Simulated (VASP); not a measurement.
# LiF (Griceite) (Fm-3m) in VASP: a series of runs

The runs below take LiF (Griceite) through single point, with r2SCAN.

Program: VASP 6.6.1. These are calculated values, not measurements. Logs are shortened: lines on timing, memory, paths and dates and some standing lists are left out, and cuts for length are marked.

## Step 1: The cell of the first run

The structure is cubic, space group Fm-3m (No. 225). Conventional cell: a = 4.001 Å, b = 4.001 Å, c = 4.001 Å, α = 90.00°, β = 90.00°, γ = 90.00°. Within 2.7 Å of F (site symmetry m-3m) lie 6 Li at 2.00 Å. Li (site symmetry m-3m) has 6 F at 2.00 Å within 2.7 Å.

## Step 2: Single point, r2SCAN

Input file POSCAR:

```
LiF
1.0
    0.0000000000      2.0004828142      2.0004828142
    2.0004828142      0.0000000000      2.0004828142
    2.0004828142      2.0004828142      0.0000000000
F Li
1 1
Direct
    0.5000000000      0.5000000000      0.5000000000
    0.0000000000      0.0000000000      0.0000000000
```

Input file INCAR.step1:

```
ALGO = Normal ; EDIFF = 1E-4
ENCUT = 520 ; GGA = PE
ISMEAR = -1 ; LASPH = T
LCHARG = F ; LREAL = F
LWAVE = T ; NBANDS = 12
NELM = 60 ; PREC = Accurate
SIGMA = 0.05
```

Input file INCAR.step2:

```
ALGO = Normal ; EDIFF = 1E-6
ENCUT = 520 ; ISIF = 2
ISMEAR = -1 ; ISTART = 1
LASPH = T ; LCHARG = T
LELF = T ; LMIXTAU = T
LREAL = F ; LVHAR = T
LWAVE = F ; METAGGA = R2SCAN
NBANDS = 12 ; NELM = 60
PREC = Accurate ; SIGMA = 0.05
```

Input file KPOINTS:

```
k-points
0
Gamma
  11 11 11
```

Potentials or basis: VASP PAW PBE potentials, release 64 (F, Li_sv).

Run with:

```console
> cat potpaw_PBE.64/F/POTCAR potpaw_PBE.64/Li_sv/POTCAR > POTCAR
> cp INCAR.step1 INCAR
> mpirun -np 1 vasp_std > vasp.out
> cp INCAR.step2 INCAR
> mpirun -np 1 vasp_std > vasp.out
```

OUTCAR:

```text
EDIFF = 1E-6
   ENCUT = 520
   ISIF = 2
   ISMEAR = -1
   ISTART = 1
   LASPH = T
   LREAL = F
   METAGGA = R2SCAN
   NELM = 60
   PREC = Accurate

 ion  position               nearest neighbor table
   1  0.500  0.500  0.500-   2 2.00   2 2.00   2 2.00   2 2.00   2 2.00   2 2.00
   2  0.000  0.000  0.000-   1 2.00   1 2.00   1 2.00   1 2.00   1 2.00   1 2.00

  LATTYP: Found a face centered cubic cell.
 ALAT       =     4.0009656284

  Lattice vectors:

 A1 = (   0.0000000000,   2.0004828142,   2.0004828142)
 A2 = (   2.0004828142,   0.0000000000,   2.0004828142)
 A3 = (   2.0004828142,   2.0004828142,   0.0000000000)

Analysis of symmetry for initial positions (statically):
=====================================================================
 Subroutine PRICEL returns:
 Original cell was already a primitive cell.

 Routine SETGRP: Setting up the symmetry group for a
 face centered cubic supercell.

 Subroutine GETGRP returns: Found 48 space group operations
 (whereof 48 operations were pure point group operations)
 out of a pool of 48 trial point group operations.

The static configuration has the point symmetry O_h .

Analysis of symmetry for dynamics (positions and initial velocities):
=====================================================================
 Subroutine PRICEL returns:
 Original cell was already a primitive cell.

 Routine SETGRP: Setting up the symmetry group for a
 face centered cubic supercell.

 Subroutine GETGRP returns: Found 48 space group operations
 (whereof 48 operations were pure point group operations)
 out of a pool of 48 trial point group operations.

The dynamic configuration has the point symmetry O_h .

 Subroutine INISYM returns: Found 48 space group operations
 (whereof 48 operations are pure point group operations),
 and found     1 'primitive' translations

----------------------------------------------------------------------------------------

                                     Primitive cell

  volume of cell :      16.0116

  direct lattice vectors                    reciprocal lattice vectors
     0.000000000  2.000482814  2.000482814    -0.249939663  0.249939663  0.249939663
     2.000482814  0.000000000  2.000482814     0.249939663 -0.249939663  0.249939663
     2.000482814  2.000482814  0.000000000     0.249939663  0.249939663 -0.249939663

  length of vectors
     2.829109927  2.829109927  2.829109927     0.432908195  0.432908195  0.432908195

  position of ions in fractional coordinates (direct lattice)
     0.500000000  0.500000000  0.500000000
     0.000000000  0.000000000  0.000000000

  ion indices of the primitive-cell ions
   primitive index   ion index
                 1           1
                 2           2

----------------------------------------------------------------------------------------

 KPOINTS: k-points

Automatic generation of k-mesh.
 Grid dimensions read from file:
 generate k-points for:   11   11   11

 Generating k-lattice:

  Cartesian coordinates                     Fractional coordinates (reciprocal lattice)
    -0.022721788  0.022721788  0.022721788     0.090909091  0.000000000  0.000000000
     0.022721788 -0.022721788  0.022721788     0.000000000  0.090909091  0.000000000
     0.022721788  0.022721788 -0.022721788     0.000000000  0.000000000  0.090909091

  Length of vectors
     0.039355290  0.039355290  0.039355290

  Shift w.r.t. Gamma in fractional coordinates (k-lattice)
     0.000000000  0.000000000  0.000000000

 Subroutine IBZKPT returns following result:
 ===========================================

 Found     56 irreducible k-points:

 Following reciprocal coordinates:
            Coordinates               Weight
  0.000000  0.000000  0.000000      1.000000
  0.090909  0.000000  0.000000      8.000000
  0.181818  0.000000  0.000000      8.000000
  0.272727  0.000000  0.000000      8.000000
  0.363636  0.000000  0.000000      8.000000
  0.454545  0.000000  0.000000      8.000000
[... 16 lines left out ...]
 -0.272727  0.181818  0.000000     24.000000
 -0.181818  0.181818  0.000000     12.000000
 [... further k-points ...]
   k-points           NKPTS =     56   k-points in BZ     NKDIM =     56   number of bands    NBANDS=     12
   number of dos      NEDOS =    301   number of ions     NIONS =      2
   total plane-waves  NPLWV =  13824
   dimension x,y,z NGX =    24 NGY =   24 NGZ =   24
   dimension x,y,z NGXF=    48 NGYF=   48 NGZF=   48
   ions per type =               1   1
   NGX,Y,Z   is equivalent  to a cutoff of  14.10, 14.10, 14.10 a.u.
   NGXF,Y,Z  is equivalent  to a cutoff of  28.21, 28.21, 28.21 a.u.
 SYSTEM =  unknown system
   PREC   = accura    normal or accurate (medium, high low for compatibility)
   ISTART =      1    job   : 0-new  1-cont  2-samecut
   ICHARG =      0    charge: 1-file 2-atom 10-const
   ISPIN  =      1    spin polarized calculation?
   LNONCOLLINEAR =      F non collinear calculations
   LSORBIT =      F    spin-orbit coupling
   LASPH  =      T    aspherical Exc in radial PAW
   ENCUT  =  520.0 eV  38.22 Ry    6.18 a.u.   5.26  5.26  5.26*2*pi/ulx,y,z
   NELM   =     60;   NELMIN=  2; NELMDL=  0     # of ELM steps
   EDIFF  = 0.1E-05   stopping-criterion for ELM
   LREAL  =      F    real-space projection
   EDIFFG = 0.1E-04   stopping-criterion for IOM
   NSW    =      0    number of steps for IOM
   IBRION =     -1    ionic relax: 0-MD 1-quasi-New 2-CG
   NFREE  =      0    steps in history (QN), initial steepest desc. (CG)
   ISIF   =      2    stress and relaxation
   ISYM   =      2    0-nonsym 1-usesym 2-fastsym
   POTIM  = 0.5000    time-step for ionic-motion
   TEBEG  =    0.0;   TEEND  =   0.0 temperature during run
   PSTRESS=    0.0 pullay stress
   NELECT =      10.0000    total number of electrons
   NUPDOWN=      -1.0000    fix difference up-down
   EMIN   =  10.00;   EMAX   =-10.00  energy-range for DOS
   EFERMI =   0.00;   METHOD = LEGACY
   ISMEAR =    -1;   SIGMA  =   0.05  broadening in eV -4-tet -1-fermi 0-gaus
   EFERMI_NEDOS =   21; number of points for ismear=-14 and -15
   IALGO  =     38    algorithm
   IMIX   =      4    mixing-type and parameters
     AMIX     =   0.40;   BMIX     =  1.00
     AMIX_MAG =   1.60;   BMIX_MAG =  1.00
  volume/ion in A,a.u.               =       8.01        54.03
  Fermi-wavevector in a.u.,A,eV,Ry     =   1.399362  2.644410 26.643111  1.958213
  Thomas-Fermi vector in A             =   2.522429
   LORBIT       =      0    0 simple, 1 ext, 2 COOP (PROOUT), +10 PAW based schemes
   METAGGA = R2SCAN    functional components
   LHFCALC =     F    Hartree Fock is set to
   AEXX    =    0.0000 exact exchange contribution
   IVDW    =     0    specifies the selected vdW correction
   LEPSILON=     F    determine dielectric tensor
   LRPA    =     F    only Hartree local field effects (RPA)
 non-spin polarized calculation
  energy-cutoff  :      520.00
  volume of cell :       16.01
 maximum number of plane-waves:       444
 NGX is ok and might be reduce to    24
   NGX = 11   NGY = 11   NGZ = 11

 number of electron       9.9999995 magnetization

 Free energy of the ion-electron system (eV)
  ---------------------------------------------------
  ext. energy  EPLUGINS =         0.00000000
  ---------------------------------------------------
  free energy    TOTEN  =       -11.90268423 eV

  energy without entropy =      -11.90268423  energy(sigma->0) =      -11.90268423

 E-fermi :  -0.4253     XC(G=0): -10.6511

 val. band max:       -1.5157495524   @ k =   0.0000   0.0000   0.0000
 cond. band min:       8.9575150168   @ k =   0.0000   0.0000   0.0000
 fundamental gap:     10.4732645692
 Fermi energy:        -0.4252926055

 k-point     1 :       0.0000    0.0000    0.0000
  band No.  band energies     occupation
      1     -43.5456      2.00000
      2     -22.6669      2.00000
      3      -1.5158      2.00000
      4      -1.5157      2.00000
      5      -1.5157      2.00000
      6       8.9575      0.00000
      7      24.1695      0.00000
      8      24.1695      0.00000
      9      24.1696      0.00000
     10      24.8569      0.00000
     11      24.8569      0.00000
     12      24.8578      0.00000

 k-point     2 :       0.0909    0.0000    0.0000
  band No.  band energies     occupation
      1     -43.5408      2.00000
      2     -22.6357      2.00000
      3      -1.7540      2.00000
      4      -1.5366      2.00000
      5      -1.5366      2.00000
      6       9.1893      0.00000
      7      21.6047      0.00000
      8      23.2494      0.00000
      9      23.2499      0.00000
     10      25.4843      0.00000
     11      25.4845      0.00000
     12      25.9033      0.00000

 k-point     3 :       0.1818    0.0000    0.0000
  band No.  band energies     occupation
      1     -43.5276      2.00000
      2     -22.5486      2.00000
      3      -2.3520      2.00000
      4      -1.5916      2.00000
      5      -1.5916      2.00000
      6       9.7402      0.00000
      7      19.1681      0.00000
      8      21.8430      0.00000
      9      21.8436      0.00000
     10      26.5608      0.00000
     11      26.5609      0.00000
     12      26.7798      0.00000
[... 286 lines left out ...]
 k-point    23 :      -0.2727    0.1818    0.0000
  band No.  band energies     occupation
      1     -43.4905      2.00000
      2     -22.2658      2.00000
      3      -3.4132      2.00000
      4      -2.5299      2.00000
      5      -1.7114      2.00000
      6      11.3906      0.00000
      7      16.0873      0.00000
      8      19.8814      0.00000
      9      19.9808      0.00000
     10      28.3159      0.00000
     11      29.0532      0.00000
     12      30.2409      0.00000

 k-point    24 :      -0.1818    0.1818    0.0000
  band No.  band energies     occupation
      1     -43.5048      2.00000
      2     -22.3805      2.00000
      3      -2.9776      2.00000
      4      -2.2563      2.00000
      5      -1.6031      2.00000
      6      10.8009      0.00000
      7      16.9674      0.00000
      8      20.3688      0.00000
      9      20.6137      0.00000
     10      26.6968      0.00000
     11      27.8455      0.00000
     12      30.3798      0.00000

 [... further k-points ...]
[... 5 lines left out ...]
  --------------------------------------------------------------------------------------
  -------------------------------------------------------------------------------------
  Total       -0.1500158     -0.1500158     -0.1500158      0.0000000      0.0000000     -0.0000000
  in kB      -15.0111206    -15.0111206    -15.0111206      0.0000000      0.0000000     -0.0000000
  external PRESSURE =     -15.0111206 kB  Pullay stress =       0.0000000 kB

 VOLUME and BASIS-vectors are now :
 -----------------------------------------------------------------------------
  energy-cutoff  :      520.00
  volume of cell :       16.01
      direct lattice vectors                 reciprocal lattice vectors
     0.000000000  2.000482814  2.000482814    -0.249939663  0.249939663  0.249939663
     2.000482814  0.000000000  2.000482814     0.249939663 -0.249939663  0.249939663
     2.000482814  2.000482814  0.000000000     0.249939663  0.249939663 -0.249939663

 POSITION                                       TOTAL-FORCE (eV/Angst)
 -----------------------------------------------------------------------------------
      2.00048      2.00048      2.00048        -0.000000     -0.000000      0.000000
      0.00000      0.00000      0.00000         0.000000      0.000000      0.000000
 -----------------------------------------------------------------------------------
    total drift:                               -0.000000     -0.000000      0.000000

  FREE ENERGIE OF THE ION-ELECTRON SYSTEM (eV)
  ---------------------------------------------------
  free  energy   TOTEN  =       -11.9026842265 eV

  energy  without entropy=      -11.9026842265  energy(sigma->0) =      -11.90268423
```

Run time: 38 s. Hardware: 1 thread of Intel Xeon Platinum 8175M at 2.50GHz (Skylake/Cascade Lake), shared host; peak memory 0.13 GiB.

Results:

```
Free energy            : -11.9027 eV
Band gap on the k mesh : 10.47 eV, direct
```

Levels at points of the mesh, in eV from the valence-band top:
| k point | band 2 | band 3 | band 4 | band 5 | band 6 | band 7 | band 8 | band 9 |
| --- | --- | --- | --- | --- | --- | --- | --- | --- |
| (0.00, 0.00, 0.00) | -21.15 | 0.00 | 0.00 | 0.00 | 10.47 | 25.69 | 25.69 | 25.69 |

Caveat: the cutoff is under 1.25 times the usual one of these potentials, so pressure, stress and relaxed cells hold a basis-set (Pulay) error; the PAW data sets were made with another functional, which shifts forces and pressure a little. A k mesh can miss the band edges.

## Step 3: Single point, r2SCAN

This run uses another cell than the first one, of 8.17 Å³/atom, 1.020 times its volume.

Input file POSCAR:

```
LiF
1.0
    0.0000000000      2.0140000000      2.0140000000
    2.0140000000      0.0000000000      2.0140000000
    2.0140000000      2.0140000000      0.0000000000
F Li
1 1
Direct
    0.5000000000      0.5000000000      0.5000000000
    0.0000000000      0.0000000000      0.0000000000
```

Input file INCAR.step1:

```
SYSTEM = LiF
ALGO     = Normal         ! electronic algorithm
EDIFF    = 1E-4           ! SCF threshold, eV
ENCUT    = 520            ! plane-wave cutoff, eV
GGA      = PE             ! functional
ISMEAR   = -1             ! smearing method
LASPH    = .TRUE.         ! aspherical terms in the spheres
LCHARG   = .FALSE.        ! write CHGCAR
LREAL    = .FALSE.        ! projectors in reciprocal space
LWAVE    = .TRUE.         ! write WAVECAR
NBANDS   = 12             ! bands
NELM     = 60             ! most SCF steps
PREC     = Accurate       ! precision mode
SIGMA    = 0.05           ! smearing width, eV
```

Input file INCAR.step2:

```
SYSTEM = LiF
ALGO     = Normal         ! electronic algorithm
EDIFF    = 1E-6           ! SCF threshold, eV
ENCUT    = 520            ! plane-wave cutoff, eV
ISIF     = 2              ! what is computed and relaxed
ISMEAR   = -1             ! smearing method
ISTART   = 1            
LASPH    = .TRUE.         ! aspherical terms in the spheres
LCHARG   = .FALSE.        ! write CHGCAR
LMIXTAU  = .TRUE.       
LREAL    = .FALSE.        ! projectors in reciprocal space
LWAVE    = .FALSE.        ! write WAVECAR
METAGGA  = R2SCAN         ! meta-GGA
NBANDS   = 12             ! bands
NELM     = 60             ! most SCF steps
PREC     = Accurate       ! precision mode
SIGMA    = 0.05           ! smearing width, eV
```

Input file KPOINTS:

```
k-points
0
G
  11 11 11
  0 0 0
```

Potentials or basis: VASP PAW PBE potentials, release 64 (F, Li_sv).

Run with:

```console
> cat potpaw_PBE.64/F/POTCAR potpaw_PBE.64/Li_sv/POTCAR > POTCAR
> cp INCAR.step1 INCAR
> mpirun -np 1 vasp_std > vasp.out
> cp INCAR.step2 INCAR
> mpirun -np 1 vasp_std > vasp.out
```

Run time: 44 s. Hardware: 1 thread of Intel Xeon Platinum 8175M at 2.50GHz (Skylake/Cascade Lake), shared host; peak memory 0.14 GiB.

Results (log left out):

- Free energy: -11.8991 eV
- Band gap on the k mesh: 10.27 eV, direct

Levels at points of the mesh, in eV from the valence-band top:
| k point | band 3 | band 4 | band 5 | band 6 | band 7 | band 8 |
| --- | --- | --- | --- | --- | --- | --- |
| (0.00, 0.00, 0.00) | 0.00 | 0.00 | 0.00 | 10.27 | 25.48 | 25.48 |

Caveat: the cutoff is under 1.25 times the usual one of these potentials, so pressure, stress and relaxed cells hold a basis-set (Pulay) error; the PAW data sets were made with another functional, which shifts forces and pressure a little. A k mesh can miss the band edges.

## Step 4: Single point, r2SCAN

This run uses another cell than the first one, of 8.17 Å³/atom, 1.020 times its volume.

POSCAR is that of step 3.

Input file INCAR.step1:

```
PREC = Accurate ; ENCUT = 520
ISMEAR = -1 ; SIGMA = 0.05
LREAL = False ; LASPH = True
NELM = 60 ; NBANDS = 12
GGA = PE ; ALGO = Normal
EDIFF = 1E-4 ; LWAVE = True
LCHARG = False
```

Input file INCAR.step2:

```
PREC = Accurate ; ENCUT = 520
EDIFF = 1E-6 ; ISMEAR = -1
SIGMA = 0.05 ; LREAL = False
LASPH = True ; NELM = 60
ALGO = Normal ; ISIF = 2
LWAVE = False ; LCHARG = True
METAGGA = R2SCAN ; LMIXTAU = True
LELF = True ; LVHAR = True
NBANDS = 12 ; ISTART = 1
```

Input file KPOINTS:

```
regular mesh
0
Gamma
  11 11 11
```

Run with:

```console
> cat potpaw_PBE.64/F/POTCAR potpaw_PBE.64/Li_sv/POTCAR > POTCAR
> cp INCAR.step1 INCAR
> mpirun -np 1 vasp_std > vasp.out
> cp INCAR.step2 INCAR
> mpirun -np 1 vasp_std > vasp.out
```

Wall time 47 s (1 thread of Intel Xeon Platinum 8175M at 2.50GHz (Skylake/Cascade Lake), shared host); peak memory 0.14 GiB.

It converged, with:

```yaml
Free_energy: -11.8991 eV
Band_gap_on_the_k_mesh: 10.27 eV, direct
```

Levels at points of the mesh, in eV from the valence-band top:
```csv
k point,band 1,band 2,band 3,band 4,band 5,band 6,band 7,band 8,band 9,band 10
"(0.00, 0.00, 0.00)",-42.07,-21.10,0.00,0.00,0.00,10.27,25.48,25.48,25.48,26.07
```

Caveat: the cutoff is under 1.25 times the usual one of these potentials, so pressure, stress and relaxed cells hold a basis-set (Pulay) error; the PAW data sets were made with another functional, which shifts forces and pressure a little. A k mesh can miss the band edges.
